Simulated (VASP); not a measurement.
# BAs in VASP: single point with PBE

Aim: the single point of BAs with PBE.

Program: VASP 6.6.1. These are calculated values, not measurements. Logs are shortened: lines on timing, memory, paths and dates and some standing lists are left out, and cuts for length are marked.

## (1) The cell of the first run

The cell holds a wire or tube with vacuum around it, 10 atoms: a = 15.800 Å, b = 9.300 Å, c = 5.736 Å, α = 90.00°, β = 90.00°, γ = 90.00°.

## (2) Single point, PBE

INCAR reads:

```
PREC = Accurate ; ENCUT = 520
EDIFF = 1E-6 ; ISMEAR = 0
SIGMA = 0.05 ; LREAL = False
LASPH = True ; NELM = 120
ALGO = Normal ; ISIF = 2
LWAVE = False ; LCHARG = False
GGA = PE ; NBANDS = 56
GGA_COMPAT = False
```

KPOINTS reads:

```
Automatic mesh
0
Gamma
  1 1 6
```

POSCAR reads:

```
BAs
1.0
   15.8000000000      0.0000000000      0.0000000000
    0.0000000000      9.3000000000      0.0000000000
    0.0000000000      0.0000000000      5.7359347329
B As
5 5
Direct
    0.6138871461      0.5000000000      0.2960981857
    0.6845470256      0.5000000000      0.8971838523
    0.3861128539      0.5000000000      0.2960981857
    0.5000000000      0.5000000000      0.8091892315
    0.3154529744      0.5000000000      0.8971838523
    0.7363774219      0.5000000000      0.1869659730
    0.5000000000      0.5000000000      0.1484903303
    0.6066900137      0.5000000000      0.6409122080
    0.2636225781      0.5000000000      0.1869659730
    0.3933099863      0.5000000000      0.6409122080
```

Potentials or basis: VASP PAW PBE potentials, release 64 (B, As_d).

On the command line:

```
$ cat potpaw_PBE.64/B/POTCAR potpaw_PBE.64/As_d/POTCAR > POTCAR
$ mpirun -np 1 vasp_std > vasp.out
```

OUTCAR:

```text
PREC = Accurate
   ENCUT = 520
   EDIFF = 1E-6
   ISMEAR = 0
   LREAL = False
   LASPH = True
   NELM = 120
   ISIF = 2
   GGA = PE

 ion  position               nearest neighbor table
   1  0.614  0.500  0.296-   8 1.98   7 1.99   6 2.03
   2  0.685  0.500  0.897-   6 1.85   8 1.92
   3  0.386  0.500  0.296-  10 1.98   7 1.99   9 2.03
   4  0.500  0.500  0.809-   8 1.94  10 1.94   7 1.95
   5  0.315  0.500  0.897-   9 1.85  10 1.92
   6  0.736  0.500  0.187-   2 1.85   1 2.03
   7  0.500  0.500  0.148-   4 1.95   3 1.99   1 1.99
   8  0.607  0.500  0.641-   2 1.92   4 1.94   1 1.98
   9  0.264  0.500  0.187-   5 1.85   3 2.03
  10  0.393  0.500  0.641-   5 1.92   4 1.94   3 1.98

  LATTYP: Found a simple orthorhombic cell.
 ALAT       =     5.7359347329
 B/A-ratio  =     1.6213573608
 C/A-ratio  =     2.7545641183

  Lattice vectors:

 A1 = (   0.0000000000,   0.0000000000,  -5.7359347329)
 A2 = (   0.0000000000,   9.3000000000,   0.0000000000)
 A3 = (  15.8000000000,   0.0000000000,   0.0000000000)

Analysis of symmetry for initial positions (statically):
=====================================================================
 Subroutine PRICEL returns:
 Original cell was already a primitive cell.

 Routine SETGRP: Setting up the symmetry group for a
 simple orthorhombic supercell.

 Subroutine GETGRP returns: Found  4 space group operations
 (whereof  4 operations were pure point group operations)
 out of a pool of  8 trial point group operations.

The static configuration has the point symmetry C_2v.

Analysis of symmetry for dynamics (positions and initial velocities):
=====================================================================
 Subroutine PRICEL returns:
 Original cell was already a primitive cell.

 Routine SETGRP: Setting up the symmetry group for a
 simple orthorhombic supercell.

 Subroutine GETGRP returns: Found  4 space group operations
 (whereof  4 operations were pure point group operations)
 out of a pool of  8 trial point group operations.

The dynamic configuration has the point symmetry C_2v.

 Subroutine INISYM returns: Found  4 space group operations
 (whereof  4 operations are pure point group operations),
 and found     1 'primitive' translations

----------------------------------------------------------------------------------------

                                     Primitive cell

  volume of cell :     842.8382

  direct lattice vectors                    reciprocal lattice vectors
    15.800000000  0.000000000  0.000000000     0.063291139  0.000000000  0.000000000
     0.000000000  9.300000000  0.000000000     0.000000000  0.107526882  0.000000000
     0.000000000  0.000000000  5.735934733     0.000000000  0.000000000  0.174339501

  length of vectors
    15.800000000  9.300000000  5.735934733     0.063291139  0.107526882  0.174339501

  position of ions in fractional coordinates (direct lattice)
     0.613887146  0.500000000  0.296098186
     0.684547026  0.500000000  0.897183852
     0.386112854  0.500000000  0.296098186
     0.500000000  0.500000000  0.809189231
     0.315452974  0.500000000  0.897183852
     0.736377422  0.500000000  0.186965973
     0.500000000  0.500000000  0.148490330
     0.606690014  0.500000000  0.640912208
     0.263622578  0.500000000  0.186965973
     0.393309986  0.500000000  0.640912208

  ion indices of the primitive-cell ions
   primitive index   ion index
                 1           1
                 2           2
                 3           3
                 4           4
                 5           5
                 6           6
                 7           7
                 8           8
                 9           9
                10          10

----------------------------------------------------------------------------------------

 KPOINTS: Automatic mesh

Automatic generation of k-mesh.
 Grid dimensions read from file:
 generate k-points for:    1    1    6

 Generating k-lattice:

  Cartesian coordinates                     Fractional coordinates (reciprocal lattice)
     0.063291139  0.000000000  0.000000000     1.000000000  0.000000000  0.000000000
     0.000000000  0.107526882  0.000000000     0.000000000  1.000000000  0.000000000
     0.000000000  0.000000000  0.029056584     0.000000000  0.000000000  0.166666667

  Length of vectors
     0.063291139  0.107526882  0.029056584

  Shift w.r.t. Gamma in fractional coordinates (k-lattice)
     0.000000000  0.000000000  0.000000000

 Subroutine IBZKPT returns following result:
 ===========================================

 Found      4 irreducible k-points:

 Following reciprocal coordinates:
            Coordinates               Weight
  0.000000  0.000000  0.000000      1.000000
  0.000000  0.000000  0.166667      2.000000
  0.000000  0.000000  0.333333      2.000000
  0.000000  0.000000  0.500000      1.000000
   k-points           NKPTS =      4   k-points in BZ     NKDIM =      4   number of bands    NBANDS=     56
   number of dos      NEDOS =    301   number of ions     NIONS =     10
   total plane-waves  NPLWV = 403200
   dimension x,y,z NGX =   120 NGY =   70 NGZ =   48
   dimension x,y,z NGXF=   240 NGYF=  140 NGZF=   96
   ions per type =               5   5
   NGX,Y,Z   is equivalent  to a cutoff of  12.63, 12.51, 13.91 a.u.
   NGXF,Y,Z  is equivalent  to a cutoff of  25.25, 25.03, 27.82 a.u.
 SYSTEM =  unknown system
   PREC   = accura    normal or accurate (medium, high low for compatibility)
   ISTART =      0    job   : 0-new  1-cont  2-samecut
   ICHARG =      2    charge: 1-file 2-atom 10-const
   ISPIN  =      1    spin polarized calculation?
   LNONCOLLINEAR =      F non collinear calculations
   LSORBIT =      F    spin-orbit coupling
   LASPH  =      T    aspherical Exc in radial PAW
   ENCUT  =  520.0 eV  38.22 Ry    6.18 a.u.  29.38 17.29 10.67*2*pi/ulx,y,z
   NELM   =    120;   NELMIN=  2; NELMDL= -5     # of ELM steps
   EDIFF  = 0.1E-05   stopping-criterion for ELM
   LREAL  =      F    real-space projection
   EDIFFG = 0.1E-04   stopping-criterion for IOM
   NSW    =      0    number of steps for IOM
   IBRION =     -1    ionic relax: 0-MD 1-quasi-New 2-CG
   NFREE  =      0    steps in history (QN), initial steepest desc. (CG)
   ISIF   =      2    stress and relaxation
   ISYM   =      2    0-nonsym 1-usesym 2-fastsym
   POTIM  = 0.5000    time-step for ionic-motion
   TEBEG  =    0.0;   TEEND  =   0.0 temperature during run
   PSTRESS=    0.0 pullay stress
   NELECT =      90.0000    total number of electrons
   NUPDOWN=      -1.0000    fix difference up-down
   EMIN   =  10.00;   EMAX   =-10.00  energy-range for DOS
   EFERMI =   0.00;   METHOD = LEGACY
   ISMEAR =     0;   SIGMA  =   0.05  broadening in eV -4-tet -1-fermi 0-gaus
   EFERMI_NEDOS =   21; number of points for ismear=-14 and -15
   IALGO  =     38    algorithm
   IMIX   =      4    mixing-type and parameters
     AMIX     =   0.40;   BMIX     =  1.00
     AMIX_MAG =   1.60;   BMIX_MAG =  1.00
  volume/ion in A,a.u.               =      84.28       568.78
  Fermi-wavevector in a.u.,A,eV,Ry     =   0.776678  1.467708  8.207422  0.603228
  Thomas-Fermi vector in A             =   1.879206
   LORBIT       =      0    0 simple, 1 ext, 2 COOP (PROOUT), +10 PAW based schemes
   GGA     = PE    functional components
   LHFCALC =     F    Hartree Fock is set to
   AEXX    =    0.0000 exact exchange contribution
   IVDW    =     0    specifies the selected vdW correction
   LEPSILON=     F    determine dielectric tensor
   LRPA    =     F    only Hartree local field effects (RPA)
 non-spin polarized calculation
 Gauss-broadening in eV      SIGMA  =   0.05
  energy-cutoff  :      520.00
  volume of cell :      842.84
 maximum number of plane-waves:     22729
 NGX is ok and might be reduce to   120
   NGX = 59   NGY = 35   NGZ = 21

 number of electron      89.9999996 magnetization

 Free energy of the ion-electron system (eV)
  ---------------------------------------------------
  ext. energy  EPLUGINS =         0.00000000
  ---------------------------------------------------
  free energy    TOTEN  =       -49.37254163 eV

  energy without entropy =      -49.37254163  energy(sigma->0) =      -49.37254163

 E-fermi :  -3.0374     XC(G=0):  -3.0945

 val. band max:       -3.3570678486   @ k =   0.0000   0.0000   0.0000
 cond. band min:      -2.4849976457   @ k =   0.0000   0.0000   0.5000
 fundamental gap:      0.8720702029
 Fermi energy:        -3.0374141224

 k-point     1 :       0.0000    0.0000    0.0000
  band No.  band energies     occupation
      1     -38.9724      2.00000
      2     -38.9708      2.00000
      3     -38.9506      2.00000
      4     -38.9449      2.00000
      5     -38.9269      2.00000
      6     -38.9264      2.00000
[... 48 lines left out ...]
     55       0.9737      0.00000
     56       1.2591      0.00000

 k-point     2 :       0.0000    0.0000    0.1667
  band No.  band energies     occupation
      1     -38.9725      2.00000
      2     -38.9708      2.00000
      3     -38.9507      2.00000
      4     -38.9449      2.00000
      5     -38.9269      2.00000
      6     -38.9265      2.00000
[... 48 lines left out ...]
     55       0.6014      0.00000
     56       1.1774      0.00000

 k-point     3 :       0.0000    0.0000    0.3333
  band No.  band energies     occupation
      1     -38.9725      2.00000
      2     -38.9707      2.00000
      3     -38.9507      2.00000
      4     -38.9450      2.00000
      5     -38.9268      2.00000
      6     -38.9266      2.00000
[... 48 lines left out ...]
     55       0.9138      0.00000
     56       1.4427      0.00000

 k-point     4 :       0.0000    0.0000    0.5000
  band No.  band energies     occupation
      1     -38.9726      2.00000
      2     -38.9706      2.00000
      3     -38.9507      2.00000
      4     -38.9450      2.00000
      5     -38.9268      2.00000
      6     -38.9267      2.00000
[... 48 lines left out ...]
     55       1.1987      0.00000
     56       1.4437      0.00000

------------------------ aborting loop because EDIFF is reached ----------------------------------------

  FORCE on cell =-STRESS in cart. coord.  units (eV):
  Direction    XX          YY          ZZ          XY          YZ          ZX
  --------------------------------------------------------------------------------------
  -------------------------------------------------------------------------------------
  Total       -0.2756037      0.0338146     -0.3685645      0.0000000      0.0000000      0.0000000
  in kB       -0.5239037      0.0642791     -0.7006157      0.0000000      0.0000000      0.0000000
  external PRESSURE =      -0.3867468 kB  Pullay stress =       0.0000000 kB

 VOLUME and BASIS-vectors are now :
 -----------------------------------------------------------------------------
  energy-cutoff  :      520.00
  volume of cell :      842.84
      direct lattice vectors                 reciprocal lattice vectors
    15.800000000  0.000000000  0.000000000     0.063291139  0.000000000  0.000000000
     0.000000000  9.300000000  0.000000000     0.000000000  0.107526882  0.000000000
     0.000000000  0.000000000  5.735934733     0.000000000  0.000000000  0.174339501

 POSITION                                       TOTAL-FORCE (eV/Angst)
 -----------------------------------------------------------------------------------
      9.69942      4.65000      1.69840        -0.012032     -0.000000      0.004690
     10.81584      4.65000      5.14619        -0.004849     -0.000000      0.006964
      6.10058      4.65000      1.69840         0.012032     -0.000000      0.004690
      7.90000      4.65000      4.64146        -0.000000     -0.000000     -0.007428
      4.98416      4.65000      5.14619         0.004849     -0.000000      0.006964
     11.63476      4.65000      1.07242        -0.025032      0.000000     -0.038941
      7.90000      4.65000      0.85173        -0.000000     -0.000000     -0.002146
      9.58570      4.65000      3.67623         0.005643     -0.000000      0.032074
      4.16524      4.65000      1.07242         0.025032     -0.000000     -0.038941
      6.21430      4.65000      3.67623        -0.005643     -0.000000      0.032074
 -----------------------------------------------------------------------------------
    total drift:                                0.000000     -0.000000      0.000263

  FREE ENERGIE OF THE ION-ELECTRON SYSTEM (eV)
  ---------------------------------------------------
  free  energy   TOTEN  =       -49.3725416288 eV

  energy  without entropy=      -49.3725416288  energy(sigma->0) =      -49.37254163
```

Run time: 8.2 min. Hardware: 1 thread of Intel Xeon Platinum 8488C (Sapphire Rapids), shared host; peak memory 0.82 GiB.

Results:

| Property | Result |
| --- | --- |
| Free energy | -49.3725 eV |
| Largest force | 0.046 eV/Å |
| Band gap on the k mesh | 0.87 eV (least direct gap 1.14 eV) |

Forces in eV/Å, atoms in the order of the input:
```
B   -0.012  0.000  0.005
B   -0.005  0.000  0.007
B    0.012  0.000  0.005
B    0.000  0.000 -0.007
B    0.005  0.000  0.007
As  -0.025  0.000 -0.039
As   0.000  0.000 -0.002
As   0.006  0.000  0.032
As   0.025  0.000 -0.039
As  -0.006  0.000  0.032
```
